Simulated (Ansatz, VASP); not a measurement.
CdSe: VASP beside Ansatz

Contents of INCAR:

```
ALGO = Normal
EDIFF = 1E-6
ENCUT = 520
GGA = PE
ISIF = 2
ISMEAR = 0
LASPH = True
LCHARG = False
LREAL = False
LWAVE = False
NBANDS = 26
NELM = 80
PREC = Accurate
SIGMA = 0.01
```

The input KPOINTS:

```
k-points
0
Gamma
  6 6 4
```

Contents of POSCAR:

```
CdSe
1.0
    4.3000000000      0.0000000000      0.0000000000
   -2.1500000000      3.7239090000      0.0000000000
    0.0000000000      0.0000000000      7.0200000000
Cd Se
2 2
Direct
    0.3333333333      0.6666666667      0.0000000000
    0.6666666667      0.3333333333      0.5000000000
    0.3333333333      0.6666666667      0.3850000000
    0.6666666667      0.3333333333      0.8850000000
```

Input for Ansatz:

```yaml
crystal:
  lattice:
    - [4.3, 0.0, 0.0]
    - [-2.15, 3.723909, 0.0]
    - [0.0, 0.0, 7.02]
  atoms:
    - { symbol: Cd, position: [0.33333333333333326, 0.6666666666666666, 0.0] }
    - { symbol: Cd, position: [0.6666666666666665, 0.3333333333333333, 0.5] }
    - { symbol: Se, position: [0.33333333333333326, 0.6666666666666666, 0.38500000000000006] }
    - { symbol: Se, position: [0.6666666666666665, 0.3333333333333333, 0.885] }
kpoints:
  mp_grid:
    grid: [6, 6, 4]
  band_path:
    path:
      - [0.0, 0.0, 0.0]
      - [-0.0041061975317709, 0.00205309876588545, 0.0]
      - [0.0041061975317709, -0.00205309876588545, 0.0]
      - [0.0, -0.003556071149846381, 0.0]
      - [0.0, 0.003556071149846381, 0.0]
      - [0.0, 0.0, -0.006703606203030631]
      - [0.0, 0.0, 0.006703606203030631]
      - [0.0041061975317709, 0.0015029723839609314, 0.0]
      - [0.0041061975317709, -0.005609169915731831, 0.0]
      - [-0.0041061975317709, 0.005609169915731831, 0.0]
      - [-0.0041061975317709, -0.0015029723839609314, 0.0]
      - [0.0041061975317709, -0.00205309876588545, 0.006703606203030631]
      - [0.0041061975317709, -0.00205309876588545, -0.006703606203030631]
      - [-0.0041061975317709, 0.00205309876588545, 0.006703606203030631]
      - [-0.0041061975317709, 0.00205309876588545, -0.006703606203030631]
      - [0.0, 0.003556071149846381, 0.006703606203030631]
      - [0.0, 0.003556071149846381, -0.006703606203030631]
      - [0.0, -0.003556071149846381, 0.006703606203030631]
      - [0.0, -0.003556071149846381, -0.006703606203030631]
    npoints: 1
hamiltonian:
  xc: pbe
scf:
  occupations:
    method: fixed
```

Alike in both runs: task single point; functional PBE; k mesh 6 × 6 × 4; no spin polarisation.

|  | VASP | Ansatz |
| --- | --- | --- |
| version | VASP 6.6.1 | Ansatz 0.2.0 |
| potentials or method | VASP PAW PBE potentials, release 64 (Cd, Se) | plane waves, PAW |
| plane-wave cutoff (eV) | 520 | 420 |
| occupations | gaussian, width 0.01 eV | fixed |
| valence electrons in the cell | 36 | 72 |

```csv
,VASP,Ansatz,Ansatz less VASP
gap on the k mesh at the Fermi level (eV),0.70,0.70,0.000
```

VASP's potentials hold 36 valence electrons a cell and Ansatz's 72, so a difference there can come from the potentials and not from the codes.
